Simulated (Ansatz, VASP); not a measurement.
One calculation of CdHg5Te6, two programs

INCAR

```
PREC = Accurate
ENCUT = 520
EDIFF = 1E-7
ISMEAR = 0
SIGMA = 0.1
LREAL = F
LASPH = T
NELM = 100
ALGO = Normal
ISIF = 2
LWAVE = F
LCHARG = F
GGA = PE
NBANDS = 66
```

File KPOINTS:

```
Automatic mesh
0
Gamma
  4 4 1
```

File POSCAR:

```
CdHg5Te6
1.0
    4.4209114000      0.0000000000      0.0000000000
    0.0000000000      4.4209114000      0.0000000000
    0.0000000000      0.0000000000     18.7563385900
Cd Hg Te
1 5 6
Direct
    0.5000000000      0.5000000000      0.5000000000
    0.0000000000      0.0000000000      0.0000000000
    0.5000000000      0.5000000000      0.1666666700
    0.0000000000      0.0000000000      0.3333333300
    0.0000000000      0.0000000000      0.6666666700
    0.5000000000      0.5000000000      0.8333333300
    0.0000000000      0.0000000000      0.1666666700
    0.5000000000      0.5000000000      0.3333333300
    0.0000000000      0.0000000000      0.5000000000
    0.5000000000      0.5000000000      0.6666666700
    0.0000000000      0.0000000000      0.8333333300
    0.5000000000      0.5000000000      0.0000000000
```

Input for Ansatz:

```yaml
crystal:
  lattice:
    - [4.4209114, 0.0, 0.0]
    - [0.0, 4.4209114, 0.0]
    - [0.0, 0.0, 18.75633859]
  atoms:
    - { symbol: Cd, position: [0.5, 0.5, 0.5] }
    - { symbol: Hg, position: [0.0, 0.0, 0.0] }
    - { symbol: Hg, position: [0.5, 0.5, 0.16666667] }
    - { symbol: Hg, position: [0.0, 0.0, 0.33333333] }
    - { symbol: Hg, position: [0.0, 0.0, 0.66666667] }
    - { symbol: Hg, position: [0.5, 0.5, 0.83333333] }
    - { symbol: Te, position: [0.0, 0.0, 0.16666667] }
    - { symbol: Te, position: [0.5, 0.5, 0.33333333] }
    - { symbol: Te, position: [0.0, 0.0, 0.5] }
    - { symbol: Te, position: [0.5, 0.5, 0.66666667] }
    - { symbol: Te, position: [0.0, 0.0, 0.83333333] }
    - { symbol: Te, position: [0.5, 0.5, 0.0] }
basis:
  ecutwfc: 420
kpoints:
  mp_grid: { grid: [4, 4, 1] }
hamiltonian:
  xc: pbe
scf:
  occupations: { method: gaussian, width: 0.1 }
  lower_state_search: "off"
output:
  forces: true
  stress: true
  eigenvalues: true
```

Alike in both runs: task single point; functional PBE; k mesh 4 × 4 × 1; occupations gaussian, width 0.1 eV; no spin polarisation.

|  | VASP | Ansatz |
| --- | --- | --- |
| version | VASP 6.6.1 | Ansatz 0.2.0 |
| potentials or method | VASP PAW PBE potentials, release 64 (Cd, Hg, Te), cutoff 520 eV | scalar-relativistic, plane waves, PAW |
| valence electrons in the cell | 108 | 216 |

```tsv
	VASP	Ansatz	Ansatz less VASP
gap on the k mesh at the Fermi level (eV)	none	none	-
pressure (GPa)	-1.7	-1.8	-0.09
traceless stress, the component that is largest in VASP (GPa)	0.55	0.57	+0.024
rms of the force components (eV/Å)	0.027	0.027	-0.0002
```

Atom by atom the forces differ by 0.001 eV/Å (rms over components). A gap of «none» marks a metal or a gap that the smearing closes. The functional is the same, so the differences come from potentials, cutoffs and numerics. VASP's potentials hold 108 valence electrons a cell and Ansatz's 216, so a difference there can come from the potentials and not from the codes.

Neither program's run includes spin-orbit coupling.
